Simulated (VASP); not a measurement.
Runs of VASP 6.6.1 on PbS2. The structure is that of space group P4_2/mnm (No. 136), or close to it. The cells are those of the table. 

| cell | gap on the mesh (eV) | pressure (GPa) | largest force (eV/Å) |
| --- | --- | --- | --- |
| a = 6.448, b = 6.448, c = 3.968 Å, 6 atoms | none | -1.5 | 0.09 |
| a = 6.255, b = 6.255, c = 3.849 Å, 6 atoms | (a) | (b) | 0.22 |
| a = 6.385, b = 6.385, c = 3.929 Å, 6 atoms | none | 0.0 | - |
| a = 6.321, b = 6.321, c = 3.889 Å, 6 atoms | 0.04 | 1.8 | 0.09 |

Alike in all rows: task single point; level r2SCAN; potentials or basis VASP PAW PBE potentials, release 64 (Pb_d, S); no spin polarisation; k mesh 4 × 4 × 6; cutoff (eV) 520; smearing fermi-dirac 0.02 eV.

Problem. Fill in the values left out.

Solution. (a) 0.08; (b) 4.1.

Caveats: the structure was generated, so it needn't be the stable form of PbS2; the PAW data sets were made with another functional, which shifts forces and pressure a little; spin-orbit coupling is left out, which moves the levels of the heavy elements; semilocal functionals underestimate gaps, and a narrow one can read as zero (at least some runs); the cell stands under pressure (at least some runs).

A k mesh can miss the band edges, and the runs leave out spin-orbit coupling on Pb.

A gap of «none» marks levels without a gap at the run's occupations.
